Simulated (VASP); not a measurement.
# AlAu (Pm-3m) in VASP: single point with LDA

Aim: the single point of AlAu with LDA.

Everything below comes from runs of VASP 6.6.1. Logs are shortened: lines on timing, memory, paths and dates and some standing lists are left out, and cuts for length are marked.

### Step 1. The cell of the first run

The structure is cubic, space group Pm-3m (No. 221). Conventional cell: a = 3.224 Å, b = 3.224 Å, c = 3.224 Å, α = 90.00°, β = 90.00°, γ = 90.00°. Al (site symmetry m-3m) has 8 Au at 2.79 Å and 6 Al at 3.22 Å within 3.7 Å. Au (site symmetry m-3m) has 8 Al at 2.79 Å and 6 Au at 3.22 Å within 3.7 Å.

### Step 2. Single point, LDA

INCAR reads:

```
SYSTEM = AlAu
ALGO = Normal
EDIFF = 1E-6
ENCUT = 500
GGA_COMPAT = .FALSE.
ISIF = 2
ISMEAR = -1
LASPH = .TRUE.
LCHARG = .FALSE.
LREAL = .FALSE.
LWAVE = .FALSE.
NBANDS = 14
NELM = 120
PREC = Accurate
SIGMA = 0.1
```

KPOINTS reads:

```
k-points
0
G
  7 7 7
  0 0 0
```

POSCAR reads:

```
AlAu
1.0
    3.2239400000      0.0000000000      0.0000000000
    0.0000000000      3.2239400000      0.0000000000
    0.0000000000      0.0000000000      3.2239400000
Al Au
1 1
Direct
    0.0000000000      0.0000000000      0.0000000000
    0.5000000000      0.5000000000      0.5000000000
```

Potentials or basis: VASP PAW LDA potentials, release 64 (Al, Au).

The run is started by

```console
> cat potpaw_LDA.64/Al/POTCAR potpaw_LDA.64/Au/POTCAR > POTCAR
> mpirun -np 1 vasp_std > vasp.out
```

OUTCAR:

```text
SYSTEM = AlAu
   EDIFF = 1E-6
   ENCUT = 500
   ISIF = 2
   ISMEAR = -1
   LASPH = .TRUE.
   LREAL = .FALSE.
   NELM = 120
   PREC = Accurate

 ion  position               nearest neighbor table
   1  0.000  0.000  0.000-   2 2.79   2 2.79   2 2.79   2 2.79   2 2.79   2 2.79   2 2.79   2 2.79

   2  0.500  0.500  0.500-   1 2.79   1 2.79   1 2.79   1 2.79   1 2.79   1 2.79   1 2.79   1 2.79

  LATTYP: Found a simple cubic cell.
 ALAT       =     3.2239400000

  Lattice vectors:

 A1 = (   3.2239400000,   0.0000000000,   0.0000000000)
 A2 = (   0.0000000000,   3.2239400000,   0.0000000000)
 A3 = (   0.0000000000,   0.0000000000,   3.2239400000)

Analysis of symmetry for initial positions (statically):
=====================================================================
 Subroutine PRICEL returns:
 Original cell was already a primitive cell.

 Routine SETGRP: Setting up the symmetry group for a
 simple cubic supercell.

 Subroutine GETGRP returns: Found 48 space group operations
 (whereof 48 operations were pure point group operations)
 out of a pool of 48 trial point group operations.

The static configuration has the point symmetry O_h .

Analysis of symmetry for dynamics (positions and initial velocities):
=====================================================================
 Subroutine PRICEL returns:
 Original cell was already a primitive cell.

 Routine SETGRP: Setting up the symmetry group for a
 simple cubic supercell.

 Subroutine GETGRP returns: Found 48 space group operations
 (whereof 48 operations were pure point group operations)
 out of a pool of 48 trial point group operations.

The dynamic configuration has the point symmetry O_h .

 Subroutine INISYM returns: Found 48 space group operations
 (whereof 48 operations are pure point group operations),
 and found     1 'primitive' translations

----------------------------------------------------------------------------------------

                                     Primitive cell

  volume of cell :      33.5090

  direct lattice vectors                    reciprocal lattice vectors
     3.223940000  0.000000000  0.000000000     0.310179470  0.000000000  0.000000000
     0.000000000  3.223940000  0.000000000     0.000000000  0.310179470  0.000000000
     0.000000000  0.000000000  3.223940000     0.000000000  0.000000000  0.310179470

  length of vectors
     3.223940000  3.223940000  3.223940000     0.310179470  0.310179470  0.310179470

  position of ions in fractional coordinates (direct lattice)
     0.000000000  0.000000000  0.000000000
     0.500000000  0.500000000  0.500000000

  ion indices of the primitive-cell ions
   primitive index   ion index
                 1           1
                 2           2

----------------------------------------------------------------------------------------

 KPOINTS: k-points

Automatic generation of k-mesh.
 Grid dimensions read from file:
 generate k-points for:    7    7    7

 Generating k-lattice:

  Cartesian coordinates                     Fractional coordinates (reciprocal lattice)
     0.044311353  0.000000000  0.000000000     0.142857143  0.000000000  0.000000000
     0.000000000  0.044311353  0.000000000     0.000000000  0.142857143  0.000000000
     0.000000000  0.000000000  0.044311353     0.000000000  0.000000000  0.142857143

  Length of vectors
     0.044311353  0.044311353  0.044311353

  Shift w.r.t. Gamma in fractional coordinates (k-lattice)
     0.000000000  0.000000000  0.000000000

 Subroutine IBZKPT returns following result:
 ===========================================

 Found     20 irreducible k-points:

 Following reciprocal coordinates:
            Coordinates               Weight
  0.000000  0.000000  0.000000      1.000000
  0.142857  0.000000  0.000000      6.000000
  0.285714  0.000000  0.000000      6.000000
  0.428571  0.000000  0.000000      6.000000
  0.142857  0.142857  0.000000     12.000000
  0.285714  0.142857  0.000000     24.000000
[... 12 lines left out ...]
  0.428571  0.428571  0.285714     24.000000
  0.428571  0.428571  0.428571      8.000000
   k-points           NKPTS =     20   k-points in BZ     NKDIM =     20   number of bands    NBANDS=     14
   number of dos      NEDOS =    301   number of ions     NIONS =      2
   total plane-waves  NPLWV =  13824
   dimension x,y,z NGX =    24 NGY =   24 NGZ =   24
   dimension x,y,z NGXF=    48 NGYF=   48 NGZF=   48
   ions per type =               1   1
   NGX,Y,Z   is equivalent  to a cutoff of  12.38, 12.38, 12.38 a.u.
   NGXF,Y,Z  is equivalent  to a cutoff of  24.75, 24.75, 24.75 a.u.
 SYSTEM =  AlAu
   PREC   = accura    normal or accurate (medium, high low for compatibility)
   ISTART =      0    job   : 0-new  1-cont  2-samecut
   ICHARG =      2    charge: 1-file 2-atom 10-const
   ISPIN  =      1    spin polarized calculation?
   LNONCOLLINEAR =      F non collinear calculations
   LSORBIT =      F    spin-orbit coupling
   LASPH  =      T    aspherical Exc in radial PAW
   ENCUT  =  500.0 eV  36.75 Ry    6.06 a.u.   5.88  5.88  5.88*2*pi/ulx,y,z
   NELM   =    120;   NELMIN=  2; NELMDL= -5     # of ELM steps
   EDIFF  = 0.1E-05   stopping-criterion for ELM
   LREAL  =      F    real-space projection
   EDIFFG = 0.1E-04   stopping-criterion for IOM
   NSW    =      0    number of steps for IOM
   IBRION =     -1    ionic relax: 0-MD 1-quasi-New 2-CG
   NFREE  =      0    steps in history (QN), initial steepest desc. (CG)
   ISIF   =      2    stress and relaxation
   ISYM   =      2    0-nonsym 1-usesym 2-fastsym
   POTIM  = 0.5000    time-step for ionic-motion
   TEBEG  =    0.0;   TEEND  =   0.0 temperature during run
   PSTRESS=    0.0 pullay stress
   NELECT =      14.0000    total number of electrons
   NUPDOWN=      -1.0000    fix difference up-down
   EMIN   =  10.00;   EMAX   =-10.00  energy-range for DOS
   EFERMI =   0.00;   METHOD = LEGACY
   ISMEAR =    -1;   SIGMA  =   0.10  broadening in eV -4-tet -1-fermi 0-gaus
   EFERMI_NEDOS =   21; number of points for ismear=-14 and -15
   IALGO  =     38    algorithm
   IMIX   =      4    mixing-type and parameters
     AMIX     =   0.40;   BMIX     =  1.00
     AMIX_MAG =   1.60;   BMIX_MAG =  1.00
  volume/ion in A,a.u.               =      16.75       113.06
  Fermi-wavevector in a.u.,A,eV,Ry     =   1.223857  2.312754 20.379148  1.497825
  Thomas-Fermi vector in A             =   2.358952
   LORBIT       =      0    0 simple, 1 ext, 2 COOP (PROOUT), +10 PAW based schemes
   GGA     = CA    functional components
   LHFCALC =     F    Hartree Fock is set to
   AEXX    =    0.0000 exact exchange contribution
   IVDW    =     0    specifies the selected vdW correction
   LEPSILON=     F    determine dielectric tensor
   LRPA    =     F    only Hartree local field effects (RPA)
 non-spin polarized calculation
  energy-cutoff  :      500.00
  volume of cell :       33.51
 maximum number of plane-waves:       870
 NGX is ok and might be reduce to    24
   NGX = 11   NGY = 11   NGZ = 11

 number of electron      14.0000002 magnetization

 Free energy of the ion-electron system (eV)
  ---------------------------------------------------
  ext. energy  EPLUGINS =         0.00000000
  ---------------------------------------------------
  free energy    TOTEN  =        -9.19666528 eV

  energy without entropy =       -9.16935926  energy(sigma->0) =       -9.18301227

 E-fermi :   9.2047     XC(G=0): -11.6944

 val. band max:        9.1925244512   @ k =   0.4286   0.4286   0.4286
 cond. band min:       9.2993326776   @ k =   0.4286   0.4286   0.2857
 fundamental gap:      0.1068082264
 Fermi energy:         9.2047325208

 k-point     1 :       0.0000    0.0000    0.0000
  band No.  band energies     occupation
      1      -1.9327      2.00000
      2       2.7805      2.00000
      3       2.7805      2.00000
      4       4.6483      2.00000
      5       4.6483      2.00000
      6       4.6483      2.00000
      7      12.1659      0.00000
      8      12.1659      0.00000
      9      12.1659      0.00000
     10      15.8746      0.00000
     11      16.8443      0.00000
     12      16.8443      0.00000
     13      26.0366      0.00000
     14      26.0367      0.00000

 k-point     2 :       0.1429    0.0000    0.0000
  band No.  band energies     occupation
      1      -1.6024      2.00000
      2       2.8421      2.00000
      3       2.8996      2.00000
      4       4.4570      2.00000
      5       4.4570      2.00000
      6       4.6693      2.00000
      7      10.1845      0.00011
      8      12.6682      0.00000
      9      12.6682      0.00000
     10      16.4133      0.00000
     11      16.5176      0.00000
     12      18.9095      0.00000
     13      23.4876      0.00000
     14      23.4876      0.00000

 k-point     3 :       0.2857    0.0000    0.0000
  band No.  band energies     occupation
      1      -0.6600      2.00000
      2       2.9858      2.00000
      3       3.0397      2.00000
      4       4.0753      2.00000
      5       4.0753      2.00000
      6       4.7168      2.00000
      7       7.6338      2.00000
      8      13.9848      0.00000
      9      13.9848      0.00000
     10      15.8181      0.00000
     11      16.9330      0.00000
     12      20.6343      0.00000
     13      20.6343      0.00000
     14      21.6973      0.00000
[... 256 lines left out ...]
 k-point    19 :       0.4286    0.4286    0.2857
  band No.  band energies     occupation
      1       1.8763      2.00000
      2       2.7015      2.00000
      3       2.7696      2.00000
      4       4.3346      2.00000
      5       5.2595      2.00000
      6       6.6633      2.00000
      7       8.6659      1.99090
      8       9.2993      0.55938
      9      10.6309      0.00000
     10      13.2756      0.00000
     11      14.7548      0.00000
     12      15.6732      0.00000
     13      17.6813      0.00000
     14      25.7047      0.00000

 k-point    20 :       0.4286    0.4286    0.4286
  band No.  band energies     occupation
      1       2.1677      2.00000
      2       2.3737      2.00000
      3       2.3737      2.00000
      4       5.3075      2.00000
      5       5.3075      2.00000
      6       7.9986      1.99999
      7       9.1925      1.06096
      8      10.2864      0.00004
      9      10.2864      0.00004
     10      12.2741      0.00000
     11      13.4750      0.00000
     12      13.4750      0.00000
     13      14.9912      0.00000
     14      29.0096      0.00000

------------------------ aborting loop because EDIFF is reached ----------------------------------------

  FORCE on cell =-STRESS in cart. coord.  units (eV):
  Direction    XX          YY          ZZ          XY          YZ          ZX
  --------------------------------------------------------------------------------------
  -------------------------------------------------------------------------------------
  Total       -1.7177589     -1.7177589     -1.7177589      0.0000000     -0.0000000     -0.0000000
  in kB      -82.1319147    -82.1319147    -82.1319147      0.0000000     -0.0000000     -0.0000000
  external PRESSURE =     -82.1319147 kB  Pullay stress =       0.0000000 kB

 VOLUME and BASIS-vectors are now :
 -----------------------------------------------------------------------------
  energy-cutoff  :      500.00
  volume of cell :       33.51
      direct lattice vectors                 reciprocal lattice vectors
     3.223940000  0.000000000  0.000000000     0.310179470  0.000000000  0.000000000
     0.000000000  3.223940000  0.000000000     0.000000000  0.310179470  0.000000000
     0.000000000  0.000000000  3.223940000     0.000000000  0.000000000  0.310179470

 POSITION                                       TOTAL-FORCE (eV/Angst)
 -----------------------------------------------------------------------------------
      0.00000      0.00000      0.00000         0.000000      0.000000      0.000000
      1.61197      1.61197      1.61197         0.000000      0.000000      0.000000
 -----------------------------------------------------------------------------------
    total drift:                                0.000000     -0.000000     -0.000000

  FREE ENERGIE OF THE ION-ELECTRON SYSTEM (eV)
  ---------------------------------------------------
  free  energy   TOTEN  =        -9.1966652785 eV

  energy  without entropy=       -9.1693592591  energy(sigma->0) =       -9.18301227
```

It took 6.7 s on 1 thread of AMD EPYC 9R45 (Zen 5), shared host; peak memory 0.1 GiB.

What came out:

```yaml
Free_energy: -9.1967 eV
Pressure: -8.2 GPa
Band_gap_on_the_k_mesh: zero (band 7 reaches 12.17 eV, above the bottom of band 8 at 8.70 eV)
```

Levels at points of the mesh, in eV from the Fermi level:
```
           k point  band 3  band 4  band 5  band 6  band 7  band 8  band 9  band 10  band 11  band 12
(0.00, 0.00, 0.00)   -6.42   -4.56   -4.56   -4.56    2.96    2.96    2.96     6.67     7.64     7.64
```

Caveat: spin-orbit coupling is left out, which moves the levels of the heavy elements.
